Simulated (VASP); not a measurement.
The system is GaN.

```
Ga N
1.0
     2.77270    0.00000    0.00000
    -1.38635    2.40123    0.00000
     0.00000    0.00000    7.12327
Ga N
3 3
Direct
  0.33333 0.66667 0.81450
  0.00000 0.00000 0.50000
  0.66667 0.33333 0.18550
  0.00000 0.00000 0.00000
  0.66667 0.33333 0.65576
  0.33333 0.66667 0.34424
```

| Item | Value |
| --- | --- |
| Program | VASP 6.6.1 |
| Task | relaxation of cell and atoms |
| Functional | PBE |
| Potentials or basis | VASP PAW PBE potentials, release 64 (Ga_d, N) |
| Cutoff | 600 eV |
| k mesh | 6 × 6 × 4 |
| Occupations | gaussian, width 0.1 eV |
| Spin | no spin polarisation |

At the start: pressure 74.3 GPa; volume 7.90 Å³/atom.

Task: Where does the relaxation end?

Result: Over 10 steps the energy falls by 475.1 meV/atom and the volume is 9.76 Å³/atom (+23.5 %); space group P-3m1 (No. 164, to 0.1 Å) before, Fm-3m (No. 225, to 0.1 Å).

The path:
```
step  energy change (eV)  largest force (eV/Å)  pressure (GPa)  volume (Å³)
   1              0.0000                4.8392           74.28        47.43
   2             -0.3845                1.5665          -28.84        77.19
   3             -2.7532                0.9889           -4.12        59.88
   4             -2.7615                0.9977           -2.29        59.30
   5             -2.7626                1.0013           -1.22        58.99
   6             -2.8407                0.2656           -0.58        58.68
   7             -2.8426                0.2878           -0.39        58.62
   8             -2.8502                0.0451            0.42        58.40
   9             -2.8502                0.0434            0.44        58.39
  10             -2.8505                0.0120           -0.28        58.58
```

Final structure:
```
Ga N
1.0
     3.02235    0.00000    0.00000
    -1.51118    2.61743    0.00000
     0.00000    0.00000    7.40556
Ga N
3 3
Direct
  0.33333 0.66667 0.83331
  0.00000 0.00000 0.50000
  0.66667 0.33333 0.16669
  0.00000 0.00000 0.00000
  0.66667 0.33333 0.66674
  0.33333 0.66667 0.33326
```

Caveat: the k points lie up to 0.40 Å⁻¹ apart in the final cell; the volume moved by over 15 % at a fixed basis, so the end points are rough.
